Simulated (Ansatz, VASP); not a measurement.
Two plane-wave programs on Ca

```xyz
1
Lattice="0.0000 2.6715 2.6715 2.6715 0.0000 2.6715 2.6715 2.6715 0.0000" Properties=species:S:1:pos:R:3 pbc="T T T"
Ca    0.0000    0.0000    0.0000
```

Alike in both runs: task single point; functional LDA; k mesh 10 × 10 × 10; occupations methfessel-paxton of order 1, width 0.2 eV; no spin polarisation.

|  | VASP | Ansatz |
| --- | --- | --- |
| version | VASP 6.6.1 | Ansatz 0.2.0 |
| potentials or method | VASP PAW LDA potentials, release 64 (Ca_sv), cutoff 520 eV | plane waves (420 eV) with PAW, scalar-relativistic |
| valence electrons in the cell | 10 | 10 |

```tsv
	VASP	Ansatz	Ansatz less VASP
pressure (GPa)	-0.1	-0.1	0.00
```

Ansatz warns that its potentials were made for another functional, while VASP's fit it. LDA's correlation is that of Perdew and Zunger in VASP and of Perdew and Wang (1992) in Ansatz.
